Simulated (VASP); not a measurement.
# BaTiO3 (Barioperovskite): single point with PBEsol+U

Crystal: BaTiO3 (Barioperovskite).

```
CELL_PARAMETERS angstrom
3.98550 0.00000 0.00000
0.00000 2.83690 2.84515
0.00000 -2.83690 2.84515
ATOMIC_POSITIONS crystal
Ba 0.00000 0.00000 0.00000
Ti 0.50000 0.51240 0.51240
O 0.00000 0.48740 0.48740
O 0.50000 0.50524 0.99184
O 0.50000 0.99184 0.50524
```

| Quantity | Value |
| --- | --- |
| Program | VASP 6.6.1 |
| Task | single point |
| Functional | PBEsol |
| Potentials or basis | VASP PAW PBE potentials, release 64 (Ba_sv, Ti_sv, O) |
| Cutoff | 520 eV |
| k mesh | 3 × 3 × 3 |
| Occupations | gaussian, width 0.01 eV |
| Spin | no spin polarisation |
| Hubbard terms | Ti d U = 5.0 eV |

```json
{
  "Pressure": "2.3 GPa",
  "Largest force": "0.316 eV/Å",
  "Band gap on the k mesh": "2.58 eV, direct"
}
```

Forces in eV/Å, atoms in the order of the input:
```
Ba   0.000  0.000  0.181
Ti   0.000  0.000 -0.316
O    0.000  0.000  0.128
O    0.000 -0.293  0.003
O    0.000  0.293  0.003
```

Stress tensor (GPa, compression positive):
```
2.21 0.00 0.00
0.00 2.64 0.00
0.00 0.00 1.92
```

Levels at points of the mesh, in eV from the valence-band top:
| k point | band 16 | band 17 | band 18 | band 19 | band 20 | band 21 | band 22 | band 23 | band 24 | band 25 |
| --- | --- | --- | --- | --- | --- | --- | --- | --- | --- | --- |
| (0.00, 0.00, 0.00) | -0.92 | -0.88 | -0.11 | -0.04 | 0.00 | 2.58 | 2.63 | 2.75 | 4.30 | 4.35 |

Eigenvalues of the final occupation matrices:
| site | spin | trace | eigenvalues |
| --- | --- | --- | --- |
| site 2 d | 1 | 0.78 | 0.10 0.10 0.11 0.23 0.23 |
| site 2 d | 2 | 0.78 | 0.10 0.10 0.11 0.23 0.23 |

Run time: 8.5 s on 1 thread of Intel(R) Xeon(R) 6975P-C (Granite Rapids), on a shared host, peak memory 0.17 GiB.

Caveat: the k points lie up to 0.53 Å⁻¹ apart; the PAW data sets were made with another functional, which shifts forces and pressure a little; spin-orbit coupling is left out, which moves the levels of the heavy elements. A k mesh can miss the band edges.
